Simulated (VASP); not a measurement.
A run of VASP 6.6.1 is set up as follows.

File INCAR:

```
PREC = Accurate ; ENCUT = 520
EDIFF = 1E-7 ; ISMEAR = 0
SIGMA = 0.05 ; LREAL = False
LASPH = True ; NELM = 80
ALGO = Normal ; ISIF = 2
LWAVE = False ; LCHARG = False
GGA = B5 ; ALDAX = 1.0
AGGAX = 1.0 ; AGGAC = 1.0
ALDAC = 0.0 ; NBANDS = 20
```

KPOINTS

```
regular mesh
0
Gamma
  8 8 8
```

The input POSCAR:

```
CdF2
1.0
    0.0000000000      2.6939990179      2.6939990179
    2.6939990179      0.0000000000      2.6939990179
    2.6939990179      2.6939990179      0.0000000000
Cd F
1 2
Direct
    0.0000000000      0.0000000000      0.0000000000
    0.2500000000      0.2500000000      0.2500000000
    0.7500000000      0.7500000000      0.7500000000
```

Potentials or basis: VASP PAW PBE potentials, release 64 (Cd, F).

The run is started by

```bash
$ cat potpaw_PBE.64/Cd/POTCAR potpaw_PBE.64/F/POTCAR > POTCAR
$ mpirun -np 1 vasp_std > vasp.out
```

Question: Predict the pressure.

Answer: 9.4 GPa.

Question: What does it give for the band gap on the k mesh?

Answer: 3.14 eV, indirect (least direct gap 3.62 eV).

Caveat: the PAW data sets were made with another functional, which shifts forces and pressure a little. A k mesh can miss the band edges.
